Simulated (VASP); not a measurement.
# Au (P6_3/mmc) in VASP: a series of runs

Au is run at these levels: LDA; tasks: single point.

Program: VASP 6.6.1. These are calculated values, not measurements. Logs are shortened: lines on timing, memory, paths and dates and some standing lists are left out, and cuts for length are marked.

### Step 1. The cell of the first run

Symmetry: P6_3/mmc, No. 194, hexagonal system. The conventional cell has a = 2.407 Å, b = 2.407 Å, c = 3.970 Å, α = 90.00°, β = 90.00°, γ = 120.00°. Au (site symmetry -6m2) has 12 Au at 2.41 to 2.42 Å within 3.2 Å.

### Step 2. Single point, LDA

INCAR reads:

```
ALGO     = Normal         # electronic algorithm
EDIFF    = 1E-6           # SCF threshold, eV
ENCUT    = 500            # plane-wave cutoff, eV
GGA      = CA             # functional
GGA_COMPAT= False        
ISIF     = 2              # what is computed and relaxed
ISMEAR   = -1             # smearing method
LASPH    = True           # aspherical terms in the spheres
LCHARG   = True           # write CHGCAR
LELF     = True           # ELF
LREAL    = False          # projectors in reciprocal space
LVHAR    = True         
LWAVE    = False          # write WAVECAR
NBANDS   = 18             # bands
NELM     = 120            # most SCF steps
PREC     = Accurate       # precision mode
SIGMA    = 0.08           # smearing width, eV
```

KPOINTS reads:

```
k-points
0
Gamma
  15 15 8
```

POSCAR reads:

```
Au
1.0
    2.4066069847      0.0000000000      0.0000000000
   -1.2033034923      2.0841827857      0.0000000000
    0.0000000000      0.0000000000      3.9704270531
Au
2
Direct
    0.3333333333      0.6666666667      0.2500000000
    0.6666666667      0.3333333333      0.7500000000
```

Potentials or basis: VASP PAW LDA potentials, release 64 (Au).

Launch:

```bash
> cat potpaw_LDA.64/Au/POTCAR > POTCAR
> mpirun -np 1 vasp_std > vasp.out
```

OUTCAR:

```text
EDIFF = 1E-6
   ENCUT = 500
   GGA = CA
   ISIF = 2
   ISMEAR = -1
   LASPH = True
   LREAL = False
   NELM = 120
   PREC = Accurate

 ion  position               nearest neighbor table
   1  0.333  0.667  0.250-   2 2.42   2 2.42   2 2.42   2 2.42   2 2.42   2 2.42   2 3.42   2 3.42
                             2 3.42   2 3.42   2 3.42   2 3.42
   2  0.667  0.333  0.750-   1 2.42   1 2.42   1 2.42   1 2.42   1 2.42   1 2.42   1 3.42   1 3.42
                             1 3.42   1 3.42   1 3.42   1 3.42

  LATTYP: Found a hexagonal cell.
 ALAT       =     2.4066069847
 C/A-ratio  =     1.6498028462

  Lattice vectors:

 A1 = (   2.4066069847,   0.0000000000,   0.0000000000)
 A2 = (  -1.2033034923,   2.0841827857,   0.0000000000)
 A3 = (   0.0000000000,   0.0000000000,   3.9704270531)

Analysis of symmetry for initial positions (statically):
=====================================================================
 Subroutine PRICEL returns:
 Original cell was already a primitive cell.

 Routine SETGRP: Setting up the symmetry group for a
 hexagonal supercell.

 Subroutine GETGRP returns: Found 24 space group operations
 (whereof 12 operations were pure point group operations)
 out of a pool of 24 trial point group operations.

The static configuration has the point symmetry D_3d.
 The point group associated with its full space group is D_6h.

Analysis of symmetry for dynamics (positions and initial velocities):
=====================================================================
 Subroutine PRICEL returns:
 Original cell was already a primitive cell.

 Routine SETGRP: Setting up the symmetry group for a
 hexagonal supercell.

 Subroutine GETGRP returns: Found 24 space group operations
 (whereof 12 operations were pure point group operations)
 out of a pool of 24 trial point group operations.

The dynamic configuration has the point symmetry D_3d.
 The point group associated with its full space group is D_6h.

 Subroutine INISYM returns: Found 24 space group operations
 (whereof 12 operations are pure point group operations),
 and found     1 'primitive' translations

----------------------------------------------------------------------------------------

                                     Primitive cell

  volume of cell :      19.9149

  direct lattice vectors                    reciprocal lattice vectors
     2.406606985  0.000000000  0.000000000     0.415522770  0.239902183  0.000000000
    -1.203303492  2.084182786  0.000000000     0.000000000  0.479804366  0.000000000
     0.000000000  0.000000000  3.970427053     0.000000000  0.000000000  0.251862076

  length of vectors
     2.406606985  2.406606985  3.970427053     0.479804366  0.479804366  0.251862076

  position of ions in fractional coordinates (direct lattice)
     0.333333333  0.666666667  0.250000000
     0.666666667  0.333333333  0.750000000

  ion indices of the primitive-cell ions
   primitive index   ion index
                 1           1
                 2           2

----------------------------------------------------------------------------------------

 KPOINTS: k-points

Automatic generation of k-mesh.
 Grid dimensions read from file:
 generate k-points for:   15   15    8

 Generating k-lattice:

  Cartesian coordinates                     Fractional coordinates (reciprocal lattice)
     0.027701518  0.015993479  0.000000000     0.066666667  0.000000000  0.000000000
     0.000000000  0.031986958  0.000000000     0.000000000  0.066666667  0.000000000
     0.000000000  0.000000000  0.031482759     0.000000000  0.000000000  0.125000000

  Length of vectors
     0.031986958  0.031986958  0.031482759

  Shift w.r.t. Gamma in fractional coordinates (k-lattice)
     0.000000000  0.000000000  0.000000000

 Subroutine IBZKPT returns following result:
 ===========================================

 Found    135 irreducible k-points:

 Following reciprocal coordinates:
            Coordinates               Weight
  0.000000  0.000000  0.000000      1.000000
  0.066667  0.000000  0.000000      6.000000
  0.133333 -0.000000  0.000000      6.000000
  0.200000  0.000000  0.000000      6.000000
  0.266667 -0.000000  0.000000      6.000000
  0.333333  0.000000  0.000000      6.000000
[... 16 lines left out ...]
  0.333333  0.200000  0.000000     12.000000
  0.400000  0.200000  0.000000      6.000000
 [... further k-points ...]
   k-points           NKPTS =    135   k-points in BZ     NKDIM =    135   number of bands    NBANDS=     18
   number of dos      NEDOS =    301   number of ions     NIONS =      2
   total plane-waves  NPLWV =   9720
   dimension x,y,z NGX =    18 NGY =   18 NGZ =   30
   dimension x,y,z NGXF=    36 NGYF=   36 NGZF=   60
   ions per type =               2
   NGX,Y,Z   is equivalent  to a cutoff of  12.43, 12.43, 12.56 a.u.
   NGXF,Y,Z  is equivalent  to a cutoff of  24.87, 24.87, 25.12 a.u.
 SYSTEM =  unknown system
   PREC   = accura    normal or accurate (medium, high low for compatibility)
   ISTART =      0    job   : 0-new  1-cont  2-samecut
   ICHARG =      2    charge: 1-file 2-atom 10-const
   ISPIN  =      1    spin polarized calculation?
   LNONCOLLINEAR =      F non collinear calculations
   LSORBIT =      F    spin-orbit coupling
   LASPH  =      T    aspherical Exc in radial PAW
   ENCUT  =  500.0 eV  36.75 Ry    6.06 a.u.   4.39  4.39  7.24*2*pi/ulx,y,z
   NELM   =    120;   NELMIN=  2; NELMDL= -5     # of ELM steps
   EDIFF  = 0.1E-05   stopping-criterion for ELM
   LREAL  =      F    real-space projection
   EDIFFG = 0.1E-04   stopping-criterion for IOM
   NSW    =      0    number of steps for IOM
   IBRION =     -1    ionic relax: 0-MD 1-quasi-New 2-CG
   NFREE  =      0    steps in history (QN), initial steepest desc. (CG)
   ISIF   =      2    stress and relaxation
   ISYM   =      2    0-nonsym 1-usesym 2-fastsym
   POTIM  = 0.5000    time-step for ionic-motion
   TEBEG  =    0.0;   TEEND  =   0.0 temperature during run
   PSTRESS=    0.0 pullay stress
   NELECT =      22.0000    total number of electrons
   NUPDOWN=      -1.0000    fix difference up-down
   EMIN   =  10.00;   EMAX   =-10.00  energy-range for DOS
   EFERMI =   0.00;   METHOD = LEGACY
   ISMEAR =    -1;   SIGMA  =   0.08  broadening in eV -4-tet -1-fermi 0-gaus
   EFERMI_NEDOS =   21; number of points for ismear=-14 and -15
   IALGO  =     38    algorithm
   IMIX   =      4    mixing-type and parameters
     AMIX     =   0.40;   BMIX     =  1.00
     AMIX_MAG =   1.60;   BMIX_MAG =  1.00
  volume/ion in A,a.u.               =       9.96        67.20
  Fermi-wavevector in a.u.,A,eV,Ry     =   1.692348  3.198074 38.967651  2.864042
  Thomas-Fermi vector in A             =   2.773951
   LORBIT       =      0    0 simple, 1 ext, 2 COOP (PROOUT), +10 PAW based schemes
   GGA     = CA    functional components
   LHFCALC =     F    Hartree Fock is set to
   AEXX    =    0.0000 exact exchange contribution
   IVDW    =     0    specifies the selected vdW correction
   LEPSILON=     F    determine dielectric tensor
   LRPA    =     F    only Hartree local field effects (RPA)
 non-spin polarized calculation
  energy-cutoff  :      500.00
  volume of cell :       19.91
 maximum number of plane-waves:       537
 NGX is ok and might be reduce to    18

 number of electron      21.9999998 magnetization

 Free energy of the ion-electron system (eV)
  ---------------------------------------------------
  ext. energy  EPLUGINS =         0.00000000
  ---------------------------------------------------
  free energy    TOTEN  =         0.96730618 eV

  energy without entropy =        0.97459622  energy(sigma->0) =        0.97095120

 E-fermi :  22.0545     XC(G=0): -16.2818

 val. band max:       22.0453628619   @ k =   0.4667  -0.0000   0.0000
 cond. band min:      22.0580484977   @ k =   0.2667   0.2000   0.3750
 fundamental gap:      0.0126856359
 Fermi energy:        22.0544565111

 k-point     1 :       0.0000    0.0000    0.0000
  band No.  band energies     occupation
      1       4.5012      2.00000
      2       7.2211      2.00000
      3      12.2992      2.00000
      4      12.6735      2.00000
      5      12.6735      2.00000
      6      13.5630      2.00000
[... 10 lines left out ...]
     17      44.3065      0.00000
     18      44.3065      0.00000

 k-point     2 :       0.0667    0.0000    0.0000
  band No.  band energies     occupation
      1       4.7429      2.00000
      2       7.4370      2.00000
      3      12.0280      2.00000
      4      12.8826      2.00000
      5      12.8896      2.00000
      6      13.4254      2.00000
[... 10 lines left out ...]
     17      42.3737      0.00000
     18      44.4382      0.00000

 k-point     3 :       0.1333   -0.0000    0.0000
  band No.  band energies     occupation
      1       5.4273      2.00000
      2       8.0050      2.00000
      3      11.5380      2.00000
      4      12.9615      2.00000
      5      13.4844      2.00000
      6      13.4978      2.00000
[... 10 lines left out ...]
     17      40.2564      0.00000
     18      42.2855      0.00000

 k-point     4 :       0.2000    0.0000    0.0000
  band No.  band energies     occupation
      1       6.4144      2.00000
      2       8.5867      2.00000
      3      11.2425      2.00000
      4      12.0385      2.00000
      5      12.5881      2.00000
      6      13.8752      2.00000
[... 375 lines left out ...]
      4      11.1412      2.00000
      5      11.9355      2.00000
      6      13.5681      2.00000
[... 10 lines left out ...]
     17      38.8065      0.00000
     18      39.8879      0.00000

 k-point    23 :       0.3333    0.2000    0.0000
  band No.  band energies     occupation
      1       8.7100      2.00000
      2       9.2368      2.00000
      3       9.7012      2.00000
      4      11.9855      2.00000
      5      12.1451      2.00000
      6      13.0758      2.00000
[... 10 lines left out ...]
     17      36.9998      0.00000
     18      39.7414      0.00000

 k-point    24 :       0.4000    0.2000    0.0000
  band No.  band energies     occupation
      1       8.5712      2.00000
      2       9.1484      2.00000
      3       9.7054      2.00000
      4      12.0764      2.00000
      5      12.5635      2.00000
      6      12.8305      2.00000
[... 10 lines left out ...]
     17      35.9937      0.00000
     18      39.5677      0.00000

 [... further k-points ...]

------------------------ aborting loop because EDIFF is reached ----------------------------------------

  FORCE on cell =-STRESS in cart. coord.  units (eV):
  Direction    XX          YY          ZZ          XY          YZ          ZX
  --------------------------------------------------------------------------------------
  -------------------------------------------------------------------------------------
  Total       50.0877834     50.0877834     50.1141922      0.0000000      0.0000000      0.0000000
  in kB     4029.6209529   4029.6209530   4031.7455737      0.0000001      0.0000000      0.0000000
  external PRESSURE =    4030.3291599 kB  Pullay stress =       0.0000000 kB

 VOLUME and BASIS-vectors are now :
 -----------------------------------------------------------------------------
  energy-cutoff  :      500.00
  volume of cell :       19.91
      direct lattice vectors                 reciprocal lattice vectors
     2.406606985  0.000000000  0.000000000     0.415522770  0.239902183  0.000000000
    -1.203303492  2.084182786  0.000000000     0.000000000  0.479804366  0.000000000
     0.000000000  0.000000000  3.970427053     0.000000000  0.000000000  0.251862076

 POSITION                                       TOTAL-FORCE (eV/Angst)
 -----------------------------------------------------------------------------------
     -0.00000      1.38946      0.99261         0.000000      0.000000      0.000000
      1.20330      0.69473      2.97782        -0.000000     -0.000000      0.000000
 -----------------------------------------------------------------------------------
    total drift:                                0.000000     -0.000000      0.000000

  FREE ENERGIE OF THE ION-ELECTRON SYSTEM (eV)
  ---------------------------------------------------
  free  energy   TOTEN  =         0.9673061833 eV

  energy  without entropy=        0.9745962183  energy(sigma->0) =        0.97095120
```

It took 61 s on 1 thread of AMD EPYC 7R13, shared host; peak memory 0.12 GiB.

What came out:

| Property | Result |
| --- | --- |
| Free energy | 0.9673 eV |
| Pressure | 403.0 GPa |
| Band gap on the k mesh | zero (band 11 reaches 28.52 eV, above the bottom of band 12 at 17.52 eV) |

Caveat: spin-orbit coupling is left out, which moves the levels of the heavy elements.

### Step 3. Single point, LDA

INCAR reads:

```
ALGO = Normal
EDIFF = 1E-6
ENCUT = 500
GGA_COMPAT = F
ISIF = 2
ISMEAR = -1
LASPH = T
LCHARG = T
LELF = T
LREAL = F
LVHAR = T
LWAVE = F
NBANDS = 18
NELM = 120
PREC = Accurate
SIGMA = 0.08
```

KPOINTS is that of step 2.

POSCAR reads:

```
Au
1.0
    2.4066069847      0.0000000000      0.0000000000
   -1.2033034923      2.0841827856      0.0000000000
    0.0000000000      0.0000000000      3.9704270531
Au
2
Direct
    0.3333333333      0.6666666667      0.2500000000
    0.6666666667      0.3333333333      0.7500000000
```

Potentials or basis: VASP PAW LDA potentials, release 64 (Au).

Launch:

```bash
> cat potpaw_LDA.64/Au/POTCAR > POTCAR
> mpirun -np 1 vasp_std > vasp.out
```

Wall time 61 s (1 thread of AMD EPYC 7R13, shared host); peak memory 0.12 GiB.

The run converged. Its results:

* Free energy: 0.9673 eV
* Pressure: 403.0 GPa
* Band gap on the k mesh: zero (band 11 reaches 28.52 eV, above the bottom of band 12 at 17.52 eV)

Stress tensor (GPa, compression positive):
```
402.96   0.00   0.00
  0.00 402.96   0.00
  0.00   0.00 403.17
```

Levels at points of the mesh, in eV from the Fermi level:
| k point | band 7 | band 8 | band 9 | band 10 | band 11 | band 12 | band 13 | band 14 | band 15 | band 16 |
| --- | --- | --- | --- | --- | --- | --- | --- | --- | --- | --- |
| (0.00, 0.00, 0.00) | -8.49 | -7.09 | -7.09 | -4.29 | -3.50 | -3.50 | 6.47 | 11.64 | 13.72 | 15.59 |
| (0.00, 0.00, 0.50) | -9.49 | -9.49 | -4.54 | -4.54 | -4.54 | -4.54 | 11.20 | 11.20 | 16.17 | 16.17 |

Caveat: spin-orbit coupling is left out, which moves the levels of the heavy elements.
